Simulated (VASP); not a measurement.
Au:

```xyz
2
Lattice="1.3765 -2.5873 0.0000 1.3765 2.5873 0.0000 0.0000 0.0000 4.6730" Properties=species:S:1:pos:R:3 pbc="T T T"
Au    1.3765   -0.8138    1.1682
Au    1.3765    0.8138    3.5047
```

| Property | Result |
| --- | --- |
| Program | VASP 6.6.1 |
| Task | relaxation of cell and atoms |
| Functional | LDA |
| Potentials or basis | VASP PAW LDA potentials, release 64 (Au) |
| Cutoff | 600 eV |
| k mesh | 18 × 18 × 10 |
| Occupations | gaussian, width 0.1 eV |
| Spin | no spin polarisation |

At the start: pressure 0.6 GPa; volume 16.64 Å³/atom.

Problem. How do energy, volume and symmetry change on relaxing?

Solution. Over 29 steps the energy falls by 8.6 meV/atom; space group Cmcm (No. 63, to 0.1 Å) before, P6_3/mmc (No. 194, to 0.1 Å).

The path:
| step | energy change (eV) | largest force (eV/Å) | pressure (GPa) | volume (Å³) |
| --- | --- | --- | --- | --- |
| 1 | 0.0000 | 0.0006 | 0.57 | 33.28 |
| 2 | -0.0107 | 0.0354 | -1.40 | 33.56 |
| 3 | -0.0113 | 0.0419 | -1.87 | 33.64 |
| 4 | -0.0138 | 0.0566 | 1.72 | 32.99 |
| 5 | -0.0150 | 0.0513 | 0.39 | 33.22 |
| 6 | -0.0158 | 0.0448 | 0.13 | 33.26 |
| 7 | -0.0161 | 0.0414 | -0.04 | 33.29 |
| 8 | -0.0161 | 0.0401 | -0.08 | 33.30 |
| 9 | -0.0163 | 0.0364 | 0.11 | 33.27 |
| 10 | -0.0164 | 0.0312 | 0.34 | 33.23 |
| 11 | -0.0163 | 0.0219 | 0.83 | 33.15 |
| 12 | -0.0164 | 0.0315 | 0.50 | 33.20 |
| 13 | -0.0165 | 0.0276 | 0.46 | 33.21 |
| 14 | -0.0166 | 0.0226 | 0.37 | 33.22 |
| 15 | -0.0168 | 0.0168 | 0.21 | 33.25 |
| 16 | -0.0169 | 0.0049 | -0.13 | 33.31 |
| 17 | -0.0169 | 0.0099 | -0.07 | 33.30 |
| 18 | -0.0169 | 0.0060 | -0.09 | 33.31 |
| 19 | -0.0170 | 0.0050 | -0.07 | 33.30 |
| 20 | -0.0171 | 0.0018 | -0.03 | 33.29 |
| 21 | -0.0172 | 0.0054 | 0.12 | 33.26 |
| 22 | -0.0172 | 0.0006 | 0.06 | 33.27 |
| 23 | -0.0172 | 0.0022 | 0.06 | 33.27 |
| 24 | -0.0172 | 0.0005 | 0.06 | 33.27 |
| 25 | -0.0172 | 0.0013 | -0.05 | 33.29 |
| 26 | -0.0172 | 0.0008 | -0.04 | 33.29 |
| 27 | -0.0172 | 0.0009 | -0.05 | 33.29 |
| 28 | -0.0172 | 0.0005 | -0.02 | 33.28 |
| 29 | -0.0172 | 0.0001 | 0.01 | 33.28 |

Final structure:
```cif
data_structure
_symmetry_space_group_name_H-M 'P 1'
_symmetry_Int_Tables_number 1
_cell_length_a 2.8628
_cell_length_b 2.8628
_cell_length_c 4.7510
_cell_angle_alpha 90.000
_cell_angle_beta 90.000
_cell_angle_gamma 121.274
_cell_volume 33.28
loop_
_atom_site_label
_atom_site_type_symbol
_atom_site_fract_x
_atom_site_fract_y
_atom_site_fract_z
_atom_site_occupancy
Au1 Au 0.66375 0.33625 0.25000 1
Au2 Au 0.33625 0.66375 0.75000 1
```
